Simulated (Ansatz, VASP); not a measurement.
# One calculation of Ca3H2C, two programs

```xyz
6
Lattice="3.1625 0.0000 0.0000 0.0000 3.1625 0.0000 0.0000 0.0000 10.0962" Properties=species:S:1:pos:R:3 pbc="T T T"
Ca    0.0000    0.0000    8.7209
Ca    0.0000    0.0000    1.3752
Ca    0.0000    0.0000    5.0481
H     1.5813    1.5813    3.8222
H     1.5813    1.5813    6.2740
C     1.5813    1.5813    0.0000
```

Alike in both runs: task relaxation of cell and atoms; functional PBE; k mesh 12 × 12 × 4; occupations gaussian, width 0.1 eV; no spin polarisation.

|  | VASP | Ansatz |
| --- | --- | --- |
| version | VASP 6.6.1 | Ansatz 0.2.0 |
| potentials or method | VASP PAW PBE potentials, release 64 (Ca_sv, H, C), cutoff 600 eV | scalar-relativistic, plane waves, PAW |
| valence electrons in the cell | 36 | 36 |

|  | VASP | Ansatz | Ansatz less VASP |
| --- | --- | --- | --- |
| gap on the k mesh at the Fermi level, each at its own relaxed structure (eV) | none | none | - |
| relaxed volume (Å³/atom) | 16.78 | 16.74 | -0.046 |
| relaxed cell length with the largest relative difference (Å) | 3.166 | 3.163 | -0.0034 |

A gap of «none» marks a metal or a gap that the smearing closes.
